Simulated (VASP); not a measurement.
**SrO: single point with PBE**

SrO:

```xyz
2
Lattice="0.0000 2.3896 2.7013 2.3896 0.0000 2.7013 2.3896 2.3896 0.0000" Properties=species:S:1:pos:R:3 pbc="T T T"
Sr    0.0000    0.0000    0.0000
O     2.3896    2.3896    2.7013
```

This cell differs from its parent crystal: strain -0.080 along x and y, +0.040 along z.

```yaml
Program: VASP 6.6.1
Task: single point
Functional: PBE
Potentials_or_basis: VASP PAW PBE potentials, release 64 (Sr_sv, O)
Cutoff: 520 eV
k_mesh: 8 × 8 × 8
Occupations: gaussian, width 0.05 eV
Spin: no spin polarisation
```

```json
{
 "Pressure": "19.4 GPa",
 "Band gap on the k mesh": "2.82 eV, direct"
}
```

Stress tensor (GPa, compression positive):
```
27.86  0.00  0.00
 0.00 27.86  0.00
 0.00  0.00  2.44
```

Levels at points of the mesh, in eV from the valence-band top:
| k point | band 4 | band 5 | band 6 | band 7 | band 8 | band 9 | band 10 | band 11 | band 12 | band 13 |
| --- | --- | --- | --- | --- | --- | --- | --- | --- | --- | --- |
| (0.00, 0.00, 0.00) | -13.83 | -13.83 | -0.61 | -0.10 | -0.10 | 3.89 | 5.49 | 6.56 | 6.56 | 8.36 |
| (0.50, 0.00, 0.00) | -13.78 | -12.37 | -2.68 | -1.73 | -1.72 | 6.61 | 8.81 | 9.18 | 9.31 | 11.71 |
| (0.50, 0.50, 0.00) | -14.17 | -14.17 | -1.04 | -0.11 | -0.11 | 3.19 | 8.42 | 10.55 | 10.69 | 11.50 |
| (0.50, 0.00, 0.50) | -14.61 | -14.31 | -0.69 | -0.18 | 0.00 | 2.82 | 8.02 | 10.56 | 10.87 | 10.93 |

Wall time 30 s on 1 thread of Intel Xeon 6975P-C (shared host), peak memory 0.17 GiB.

Caveat: the cell differs from its parent crystal (strain -0.080 along x and y, +0.040 along z). A k mesh can miss the band edges.
